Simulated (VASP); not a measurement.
Write the native input for VASP 6.6.1 that does the following.

* Task: single point
* Functional: PBE
* Potentials or basis: VASP PAW PBE potentials, release 64 (Ni)
* Cutoff: 520 eV
* k mesh: 24 × 24 × 1
* Occupations: gaussian, width 0.1 eV
* Spin: collinear spin, ferromagnetic start
* Starting moments: [1.02] μB
* Dipole correction: yes
* Further INCAR settings: ALGO = Normal; EDIFF = 1e-06; NBANDS = 15

The structure of Ni lies in POSCAR:

```
Ni
1.0
    2.2591075433      0.0000000000      0.0000000000
    0.0000000000      2.2591075433      0.0000000000
    0.0000000000      0.0000000000     23.8000000000
Ni
1
Direct
    0.5000000000      0.5000000000      0.2941176471
```

One way to write it, as run:

INCAR

```
SYSTEM = Ni
  PREC = Accurate
  ENCUT = 520
  EDIFF = 1E-6
  ISMEAR = 0
  SIGMA = 0.1
  LREAL = .False.
  LASPH = .True.
  NELM = 150
  ALGO = Normal
  ISIF = 2
  LWAVE = .False.
  LCHARG = .True.
  ISPIN = 2
  MAGMOM = 1.02
  LORBIT = 11
  LMAXMIX = 4
  LDIPOL = .True.
  IDIPOL = 3
  DIPOL = 0.5 0.5 0.294
  GGA = PE
  LELF = .True.
  LVHAR = .True.
  LVACPOTAV = .True.
  NBANDS = 15
```

KPOINTS

```
regular mesh
0
Gamma
  24 24 1
  0 0 0
```

Potentials or basis: VASP PAW PBE potentials, release 64 (Ni).

The run is started by

```bash
$ cat potpaw_PBE.64/Ni/POTCAR > POTCAR
$ mpirun -np 1 vasp_std > vasp.out
```

Results of the run:

```
Net moment                                            : 0.85 μB per cell
Site moments                                          : Ni +0.88 μB
Valence electrons inside the program's atomic spheres : Ni 9.16
```

Wall time 3.9 min on 1 thread of Intel(R) Xeon(R) Platinum 8559C (Emerald Rapids), on a shared host, peak memory 0.44 GiB.
